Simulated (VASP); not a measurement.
# W in VASP: single point with PBE

Aim: the single point of W with PBE.

All numbers are computed with VASP 6.6.1; they aren't measurements. Logs are shortened: lines on timing, memory, paths and dates and some standing lists are left out, and cuts for length are marked.

### Step 1. The cell of the first run

The cell holds a slab with vacuum, 3 atoms: a = 3.165 Å, b = 3.165 Å, c = 22.022 Å, α = 90.00°, β = 90.00°, γ = 90.00°.

### Step 2. Single point, PBE

Input file INCAR:

```
ALGO = Normal ; DIPOL = 0.5 0.5 0.634
EDIFF = 1E-6 ; ENCUT = 400
GGA = PE ; GGA_COMPAT = F
IDIPOL = 3 ; ISIF = 2
ISMEAR = 1 ; LASPH = T
LCHARG = T ; LDIPOL = T
LELF = T ; LREAL = F
LVACPOTAV = T ; LVHAR = T
LWAVE = F ; NBANDS = 28
NELM = 120 ; NELMDL = -8
PREC = Accurate ; SIGMA = 0.1
```

Input file KPOINTS:

```
k-points
0
Gamma
  10 10 1
```

Input file POSCAR:

```
W
1.0
    3.1646185120      0.0000000000      0.0000000000
    0.0000000000      3.1646185120      0.0000000000
    0.0000000000      0.0000000000     22.0218974165
W
3
Direct
    0.5000000000      0.5000000000      0.5644410919
    0.0000000000      0.0000000000      0.6355714081
    0.5000000000      0.5000000000      0.7011887453
```

Potentials or basis: VASP PAW PBE potentials, release 64 (W_sv).

The run is started by

```
> cat potpaw_PBE.64/W_sv/POTCAR > POTCAR
> mpirun -np 1 vasp_std > vasp.out
```

OUTCAR:

```text
EDIFF = 1E-6
   ENCUT = 400
   GGA = PE
   ISIF = 2
   ISMEAR = 1
   LASPH = T
   LREAL = F
   NELM = 120
   NELMDL = -8
   PREC = Accurate

 ion  position               nearest neighbor table
   1  0.500  0.500  0.564-   2 2.73   2 2.73   2 2.73   2 2.73   3 3.01
   2  0.000  0.000  0.636-   3 2.66   3 2.66   3 2.66   3 2.66   1 2.73   1 2.73   1 2.73   1 2.73

   3  0.500  0.500  0.701-   2 2.66   2 2.66   2 2.66   2 2.66   1 3.01

  LATTYP: Found a simple tetragonal cell.
 ALAT       =     3.1646185120
 C/A-ratio  =     6.9587842367

  Lattice vectors:

 A1 = (   3.1646185120,   0.0000000000,   0.0000000000)
 A2 = (   0.0000000000,   3.1646185120,   0.0000000000)
 A3 = (   0.0000000000,   0.0000000000,  22.0218974165)

Analysis of symmetry for initial positions (statically):
=====================================================================
 Subroutine PRICEL returns:
 Original cell was already a primitive cell.

 Routine SETGRP: Setting up the symmetry group for a
 simple tetragonal supercell.

 Subroutine GETGRP returns: Found  8 space group operations
 (whereof  8 operations were pure point group operations)
 out of a pool of 16 trial point group operations.

The static configuration has the point symmetry C_4v.

Analysis of symmetry for dynamics (positions and initial velocities):
=====================================================================
 Subroutine PRICEL returns:
 Original cell was already a primitive cell.

 Routine SETGRP: Setting up the symmetry group for a
 simple tetragonal supercell.

 Subroutine GETGRP returns: Found  8 space group operations
 (whereof  8 operations were pure point group operations)
 out of a pool of 16 trial point group operations.

The dynamic configuration has the point symmetry C_4v.

 Subroutine INISYM returns: Found  8 space group operations
 (whereof  8 operations are pure point group operations),
 and found     1 'primitive' translations

----------------------------------------------------------------------------------------

                                     Primitive cell

  volume of cell :     220.5451

  direct lattice vectors                    reciprocal lattice vectors
     3.164618512  0.000000000  0.000000000     0.315993854  0.000000000  0.000000000
     0.000000000  3.164618512  0.000000000     0.000000000  0.315993854  0.000000000
     0.000000000  0.000000000 22.021897416     0.000000000  0.000000000  0.045409348

  length of vectors
[... 83 lines left out ...]
   NSW    =      0    number of steps for IOM
   IBRION =     -1    ionic relax: 0-MD 1-quasi-New 2-CG
   NFREE  =      0    steps in history (QN), initial steepest desc. (CG)
   ISIF   =      2    stress and relaxation
   ISYM   =      2    0-nonsym 1-usesym 2-fastsym
   POTIM  = 0.5000    time-step for ionic-motion
   TEBEG  =    0.0;   TEEND  =   0.0 temperature during run
   PSTRESS=    0.0 pullay stress
   NELECT =      42.0000    total number of electrons
   NUPDOWN=      -1.0000    fix difference up-down
   EMIN   =  10.00;   EMAX   =-10.00  energy-range for DOS
   EFERMI =   0.00;   METHOD = LEGACY
   ISMEAR =     1;   SIGMA  =   0.10  broadening in eV -4-tet -1-fermi 0-gaus
   EFERMI_NEDOS =   21; number of points for ismear=-14 and -15
   IALGO  =     38    algorithm
   IMIX   =      4    mixing-type and parameters
     AMIX     =   0.40;   BMIX     =  1.00
     AMIX_MAG =   1.60;   BMIX_MAG =  1.00
  volume/ion in A,a.u.               =      73.52       496.10
  Fermi-wavevector in a.u.,A,eV,Ry     =   0.941872  1.779881 12.070052  0.887124
  Thomas-Fermi vector in A             =   2.069426
   LORBIT       =      0    0 simple, 1 ext, 2 COOP (PROOUT), +10 PAW based schemes
   GGA     = PE    functional components
   LHFCALC =     F    Hartree Fock is set to
   AEXX    =    0.0000 exact exchange contribution
   IVDW    =     0    specifies the selected vdW correction
   LEPSILON=     F    determine dielectric tensor
   LRPA    =     F    only Hartree local field effects (RPA)
 non-spin polarized calculation
 Methfessel and Paxton  Order N= 1 SIGMA  =   0.10
  energy-cutoff  :      400.00
  volume of cell :      220.55
 maximum number of plane-waves:      4048
 NGX is ok and might be reduce to    24
   NGX = 11   NGY = 11   NGZ = 71

 dipolmoment           0.000000      0.000000      0.062213 electrons x Angstroem

 number of electron      41.9999996 magnetization

 dipolmoment           0.000000      0.000000     -0.006274 electrons x Angstroem

 Free energy of the ion-electron system (eV)
  ---------------------------------------------------
  ext. energy  EPLUGINS =         0.00000000
  ---------------------------------------------------
  free energy    TOTEN  =       -33.61746278 eV

  energy without entropy =      -33.61677484  energy(sigma->0) =      -33.61723347

 E-fermi :  -0.8057     XC(G=0):  -4.0287

 val. band max:       -0.8131598393   @ k =   0.2000   0.1000   0.0000
 cond. band min:      -0.8050393663   @ k =   0.2000   0.2000   0.0000
 fundamental gap:      0.0081204731
 Fermi energy:        -0.8056754395

 k-point     1 :       0.0000    0.0000    0.0000
  band No.  band energies     occupation
      1     -74.9754      2.00000
      2     -74.8786      2.00000
      3     -74.6937      2.00000
      4     -39.3750      2.00000
      5     -39.3272      2.00000
      6     -39.3272      2.00000
[... 640 lines left out ...]
     27       2.4061      0.00000
     28       2.5208      0.00000

------------------------ aborting loop because EDIFF is reached ----------------------------------------

  FORCE on cell =-STRESS in cart. coord.  units (eV):
  Direction    XX          YY          ZZ          XY          YZ          ZX
  --------------------------------------------------------------------------------------
  -------------------------------------------------------------------------------------
  Total       -5.6949226     -5.6949226     -0.5835345      0.0000000      0.0000000      0.0000000
  in kB      -41.3714695    -41.3714695     -4.2391585      0.0000000      0.0000000      0.0000000
  external PRESSURE =     -28.9940325 kB  Pullay stress =       0.0000000 kB

 VOLUME and BASIS-vectors are now :
 -----------------------------------------------------------------------------
  energy-cutoff  :      400.00
  volume of cell :      220.55
      direct lattice vectors                 reciprocal lattice vectors
     3.164618512  0.000000000  0.000000000     0.315993854  0.000000000  0.000000000
     0.000000000  3.164618512  0.000000000     0.000000000  0.315993854  0.000000000
     0.000000000  0.000000000 22.021897416     0.000000000  0.000000000  0.045409348

 POSITION                                       TOTAL-FORCE (eV/Angst)
 -----------------------------------------------------------------------------------
      1.58231      1.58231     12.43006         0.000000     -0.000000      0.562949
      0.00000      0.00000     13.99649         0.000000      0.000000     -0.794207
      1.58231      1.58231     15.44151        -0.000000      0.000000      0.231259
 -----------------------------------------------------------------------------------
    total drift:                                0.000000     -0.000000      0.000277

  FREE ENERGIE OF THE ION-ELECTRON SYSTEM (eV)
  ---------------------------------------------------
  free  energy   TOTEN  =       -33.6174627784 eV

  energy  without entropy=      -33.6167748437  energy(sigma->0) =      -33.61723347

 vacuum level on the upper side and lower side of the slab         3.460         3.574
```

stdout:

```text
POSCAR found type information on POSCAR W
 POSCAR found :  1 types and       3 ions
 scaLAPACK will be used
 LDA part: xc-table for (Slater+PW92), standard interpolation
 POSCAR, INCAR and KPOINTS ok, starting setup
 FFT: planning ... GRIDC
 FFT: planning ... GRID_SOFT
 FFT: planning ... GRID
 WAVECAR not read
 entering main loop
 -----------------------------------------------------------------------------
|                                                                             |
|           W    W    AA    RRRRR   N    N  II  N    N   GGGG   !!!           |
|           W    W   A  A   R    R  NN   N  II  NN   N  G    G  !!!           |
|           W    W  A    A  R    R  N N  N  II  N N  N  G       !!!           |
|           W WW W  AAAAAA  RRRRR   N  N N  II  N  N N  G  GGG   !            |
|           WW  WW  A    A  R   R   N   NN  II  N   NN  G    G                |
|           W    W  A    A  R    R  N    N  II  N    N   GGGG   !!!           |
|                                                                             |
|     Did not find any points to average over, which means that no vacuum     |
|     field-free region was found. Please increase the size of  your cell     |
|     in the dimension of the dipole correction to obtain accurate            |
|     workfunction values.                                                    |
|                                                                             |
 -----------------------------------------------------------------------------
```

Wall time 4.3 min (1 thread of Intel Xeon 8259CL, shared host); peak memory 0.28 GiB.

Results:

| Item | Value |
| --- | --- |
| Free energy | -33.6175 eV |
| Largest force | 0.794 eV/Å |
| Band gap on the k mesh | zero (bands 21 and 22 overlap by 1.32 eV) |

Forces on the atoms (eV/Å):
```
W    0.000  0.000  0.563
W    0.000  0.000 -0.794
W    0.000  0.000  0.231
```

Caveat: spin-orbit coupling is left out, which moves the levels of the heavy elements.
